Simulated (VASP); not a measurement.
Here is a VASP 6.6.1 calculation.

Contents of POSCAR:

```
Br
1.0
    0.0000000000      3.0126054384      3.0126054384
    3.0126054384      0.0000000000      3.0126054384
    3.0126054384      3.0126054384      0.0000000000
Br
2
Direct
    0.0000000000      0.0000000000      0.0000000000
    0.2500000000      0.2500000000      0.2500000000
```

INCAR.step1

```
PREC = Accurate
ENCUT = 520
ISMEAR = -1
SIGMA = 0.02
LREAL = F
LASPH = T
NELM = 100
NBANDS = 14
GGA = PE
ALGO = Normal
EDIFF = 1E-4
LWAVE = T
LCHARG = F
```

Contents of INCAR.step2:

```
PREC = Accurate
ENCUT = 520
EDIFF = 1E-7
ISMEAR = -1
SIGMA = 0.02
LREAL = F
LASPH = T
NELM = 100
ALGO = Normal
ISIF = 2
LWAVE = F
LCHARG = T
METAGGA = R2SCAN
LMIXTAU = T
LELF = T
LVHAR = T
NBANDS = 14
ISTART = 1
```

File KPOINTS:

```
Automatic mesh
0
Gamma
  6 6 6
```

Potentials or basis: VASP PAW PBE potentials, release 64 (Br).

The run is started by

```sh
$ cat potpaw_PBE.64/Br/POTCAR > POTCAR
$ cp INCAR.step1 INCAR
$ mpirun -np 1 vasp_std > vasp.out
$ cp INCAR.step2 INCAR
$ mpirun -np 1 vasp_std > vasp.out
```

Q: What does it give for the pressure?

A: 20.0 GPa.

Q: Predict the band gap on the k mesh.

A: Zero (band 7 reaches 3.59 eV, above the bottom of band 8 at 0.64 eV).

Caveat: the PAW data sets were made with another functional, which shifts forces and pressure a little.
